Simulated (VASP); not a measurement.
# Ge (P6_3/mmc) in VASP: further runs, part 2 of 2

VASP 6.6.1.

### 5 Single point, PBE

This run uses another cell than the first one, of 19.38 Å³/atom.

File INCAR:

```
PREC = Accurate ; ENCUT = 520
EDIFF = 1E-6 ; ISMEAR = -1
SIGMA = 0.05 ; LREAL = False
LASPH = True ; NELM = 100
ALGO = Normal ; ISIF = 2
LWAVE = False ; LCHARG = False
GGA = PE ; NBANDS = 21
```

File KPOINTS:

```
Automatic mesh
0
Gamma
  15 15 8
```

File POSCAR:

```
Ge
1.0
    2.9759643188      0.0000000000      0.0000000000
   -1.4879821594      2.5772607008      0.0000000000
    0.0000000000      0.0000000000      5.0534954650
Ge
2
Direct
    0.3333333333      0.6666666667      0.2500000000
    0.6666666667      0.3333333333      0.7500000000
```

Potentials or basis: VASP PAW PBE potentials, release 64 (Ge_d).

Launch:

```bash
$ cat potpaw_PBE.64/Ge_d/POTCAR > POTCAR
$ mpirun -np 1 vasp_std > vasp.out
```

OUTCAR:

```text
PREC = Accurate
   ENCUT = 520
   EDIFF = 1E-6
   ISMEAR = -1
   LREAL = False
   LASPH = True
   NELM = 100
   ISIF = 2
   GGA = PE

 ion  position               nearest neighbor table
   1  0.333  0.667  0.250-
   2  0.667  0.333  0.750-

  LATTYP: Found a hexagonal cell.
 ALAT       =     2.9759643188
 C/A-ratio  =     1.6981035132

  Lattice vectors:

 A1 = (   2.9759643188,   0.0000000000,   0.0000000000)
[... 760 lines left out ...]
     21      22.1328      0.00000

 [... further k-points ...]

------------------------ aborting loop because EDIFF is reached ----------------------------------------

  FORCE on cell =-STRESS in cart. coord.  units (eV):
  Direction    XX          YY          ZZ          XY          YZ          ZX
  --------------------------------------------------------------------------------------
  -------------------------------------------------------------------------------------
  Total       -0.0006398     -0.0006398     -0.0094720     -0.0000000     -0.0000000     -0.0000000
  in kB       -0.0264459     -0.0264459     -0.3915368     -0.0000000     -0.0000000     -0.0000000
  external PRESSURE =      -0.1481429 kB  Pullay stress =       0.0000000 kB

 VOLUME and BASIS-vectors are now :
 -----------------------------------------------------------------------------
  energy-cutoff  :      520.00
  volume of cell :       38.76
      direct lattice vectors                 reciprocal lattice vectors
     2.975964319  0.000000000  0.000000000     0.336025534  0.194004433  0.000000000
    -1.487982159  2.577260701  0.000000000     0.000000000  0.388008865  0.000000000
     0.000000000  0.000000000  5.053495465     0.000000000  0.000000000  0.197882833

 POSITION                                       TOTAL-FORCE (eV/Angst)
 -----------------------------------------------------------------------------------
     -0.00000      1.71817      1.26337         0.000000      0.000000      0.000000
      1.48798      0.85909      3.79012        -0.000000      0.000000      0.000000
 -----------------------------------------------------------------------------------
    total drift:                               -0.000000      0.000000     -0.000000

  FREE ENERGIE OF THE ION-ELECTRON SYSTEM (eV)
  ---------------------------------------------------
  free  energy   TOTEN  =        -8.3881021125 eV

  energy  without entropy=       -8.3807232431  energy(sigma->0) =       -8.38441268
```

OSZICAR:

```text
N       E                     dE             d eps       ncg     rms          rms(c)
DAV:   1     0.176459721108E+03    0.17646E+03   -0.14233E+04  6454   0.376E+03
DAV:   2     0.156648128045E+02   -0.16079E+03   -0.15605E+03  5700   0.586E+02
DAV:   3    -0.773856671093E+01   -0.23403E+02   -0.23180E+02  6341   0.133E+02
DAV:   4    -0.840370443620E+01   -0.66514E+00   -0.66465E+00  6509   0.256E+01
DAV:   5    -0.841376577394E+01   -0.10061E-01   -0.10061E-01  6431   0.350E+00    0.150E+00
DAV:   6    -0.839598066336E+01    0.17785E-01   -0.17920E-02  7768   0.202E+00    0.818E-01
DAV:   7    -0.838836075725E+01    0.76199E-02   -0.11080E-02  7760   0.130E+00    0.777E-02
DAV:   8    -0.838808832934E+01    0.27243E-03   -0.97677E-04  6679   0.557E-01    0.271E-02
DAV:   9    -0.838809940075E+01   -0.11071E-04   -0.21317E-05  6556   0.518E-02    0.987E-03
DAV:  10    -0.838810240487E+01   -0.30041E-05   -0.15089E-06  5500   0.101E-02    0.426E-04
DAV:  11    -0.838810211249E+01    0.29238E-06   -0.85029E-08  3540   0.429E-03
   1 F= -.83881021E+01 E0= -.83844127E+01  d E =-.737887E-02
```

Run time: 61 s. Hardware: 1 thread of Intel Xeon 8259CL, shared host; peak memory 0.22 GiB.

What came out:

```yaml
Free_energy: -8.3881 eV
Pressure: 0.0 GPa
Band_gap_on_the_k_mesh: zero (bands 14 and 15 overlap by 10.03 eV)
```

Levels at points of the mesh, in eV from the Fermi level:
```
           k point  band 10  band 11  band 12  band 13  band 14  band 15  band 16  band 17  band 18  band 19
(0.00, 0.00, 0.00)   -24.63   -12.94    -8.27    -5.46     7.16     7.16     8.10     8.86     8.86    12.01
(0.00, 0.00, 0.50)   -24.65   -11.51   -11.51     0.60     0.60     8.05     8.05     8.05     8.05    13.10
```

### 6 Single point, revPBE

This run uses another cell than the first one, of 19.72 Å³/atom.

File INCAR:

```
  PREC = Accurate
  ENCUT = 520
  EDIFF = 1E-6
  ISMEAR = -1
  SIGMA = 0.05
  LREAL = False
  LASPH = True
  NELM = 80
  ALGO = Normal
  ISIF = 2
  LWAVE = False
  LCHARG = True
  GGA = RE
  LELF = True
  LVHAR = True
  NBANDS = 21
```

File KPOINTS:

```
regular mesh
0
Gamma
  15 15 8
```

File POSCAR:

```
Ge
1.0
    2.9935698001      0.0000000000      0.0000000000
   -1.4967849000      2.5925074949      0.0000000000
    0.0000000000      0.0000000000      5.0813006927
Ge
2
Direct
    0.3333333333      0.6666666667      0.2500000000
    0.6666666667      0.3333333333      0.7500000000
```

Potentials or basis: VASP PAW PBE potentials, release 64 (Ge_d).

Launch:

```bash
$ cat potpaw_PBE.64/Ge_d/POTCAR > POTCAR
$ mpirun -np 1 vasp_std > vasp.out
```

OUTCAR:

```text
PREC = Accurate
   ENCUT = 520
   EDIFF = 1E-6
   ISMEAR = -1
   LREAL = False
   LASPH = True
   NELM = 80
   ISIF = 2
   GGA = RE

 ion  position               nearest neighbor table
   1  0.333  0.667  0.250-
   2  0.667  0.333  0.750-

  LATTYP: Found a hexagonal cell.
 ALAT       =     2.9935698001
 C/A-ratio  =     1.6974051156

  Lattice vectors:

 A1 = (   2.9935698001,   0.0000000000,   0.0000000000)
 A2 = (  -1.4967849000,   2.5925074949,   0.0000000000)
 A3 = (   0.0000000000,   0.0000000000,   5.0813006927)

Analysis of symmetry for initial positions (statically):
=====================================================================
 Subroutine PRICEL returns:
 Original cell was already a primitive cell.

 Routine SETGRP: Setting up the symmetry group for a
 hexagonal supercell.

 Subroutine GETGRP returns: Found 24 space group operations
[... 160 lines left out ...]
  ---------------------------------------------------
  ext. energy  EPLUGINS =         0.00000000
  ---------------------------------------------------
  free energy    TOTEN  =        -7.78029861 eV

  energy without entropy =       -7.77292616  energy(sigma->0) =       -7.77661238

 E-fermi :   6.3997     XC(G=0): -11.0041

 val. band max:        6.3988504510   @ k =   0.2667  -0.0000   0.2500
 cond. band min:       6.4039111532   @ k =   0.4667   0.0667   0.1250
 fundamental gap:      0.0050607022
 Fermi energy:         6.3996584907

 k-point     1 :       0.0000    0.0000    0.0000
  band No.  band energies     occupation
      1     -18.3723      2.00000
      2     -18.3675      2.00000
      3     -18.3639      2.00000
      4     -18.3639      2.00000
      5     -18.3587      2.00000
      6     -18.3587      2.00000
[... 565 lines left out ...]
     20      18.7485      0.00000
     21      21.8551      0.00000

 [... further k-points ...]

------------------------ aborting loop because EDIFF is reached ----------------------------------------

  FORCE on cell =-STRESS in cart. coord.  units (eV):
  Direction    XX          YY          ZZ          XY          YZ          ZX
  --------------------------------------------------------------------------------------
  -------------------------------------------------------------------------------------
  Total        0.0001698      0.0001698     -0.0014227      0.0000000      0.0000000     -0.0000000
  in kB        0.0069005      0.0069005     -0.0578030      0.0000000      0.0000000     -0.0000000
  external PRESSURE =      -0.0146673 kB  Pullay stress =       0.0000000 kB

 VOLUME and BASIS-vectors are now :
 -----------------------------------------------------------------------------
  energy-cutoff  :      520.00
  volume of cell :       39.44
      direct lattice vectors                 reciprocal lattice vectors
     2.993569800  0.000000000  0.000000000     0.334049335  0.192863473  0.000000000
    -1.496784900  2.592507495  0.000000000     0.000000000  0.385726947  0.000000000
     0.000000000  0.000000000  5.081300693     0.000000000  0.000000000  0.196800005

 POSITION                                       TOTAL-FORCE (eV/Angst)
 -----------------------------------------------------------------------------------
     -0.00000      1.72834      1.27033        -0.000000      0.000000      0.000000
      1.49678      0.86417      3.81098         0.000000     -0.000000      0.000000
 -----------------------------------------------------------------------------------
    total drift:                               -0.000000      0.000000      0.000000

  FREE ENERGIE OF THE ION-ELECTRON SYSTEM (eV)
  ---------------------------------------------------
  free  energy   TOTEN  =        -7.7802986107 eV

  energy  without entropy=       -7.7729261559  energy(sigma->0) =       -7.77661238
```

Wall time 63 s (1 thread of Intel Xeon 8259CL, shared host); peak memory 0.22 GiB.

What came out:

```yaml
Free_energy: -7.7803 eV
Pressure: 0.0 GPa
Band_gap_on_the_k_mesh: zero (bands 14 and 15 overlap by 9.88 eV)
```

Caveat: the PAW data sets were made with another functional, which shifts forces and pressure a little.

### 7 Overview

```csv
level,cell,gap on the mesh (eV),pressure (GPa)
PBE,"a = 2.916, b = 2.916, c = 4.951 Å, angles 90.0, 90.0, 120.0°, 2 atoms",none,4.6
PBE+D4,"a = 2.916, b = 2.916, c = 4.951 Å, angles 90.0, 90.0, 120.0°, 2 atoms",none,1.3
PBE,"a = 2.946, b = 2.946, c = 5.002 Å, angles 90.0, 90.0, 120.0°, 2 atoms",none,2.1
PBE,"a = 2.976, b = 2.976, c = 5.053 Å, angles 90.0, 90.0, 120.0°, 2 atoms",none,0.0
revPBE,"a = 2.994, b = 2.994, c = 5.081 Å, angles 90.0, 90.0, 120.0°, 2 atoms",none,0.0
```

Alike in all rows: task single point; potentials or basis VASP PAW PBE potentials, release 64 (Ge_d); no spin polarisation; k mesh 15 × 15 × 8; cutoff (eV) 520; smearing fermi-dirac 0.05 eV.

Caveats: the cell stands under pressure (at least some runs); the PAW data sets were made with another functional, which shifts forces and pressure a little (at least some runs).

Absolute energies hang on the potentials; compare differences alone.
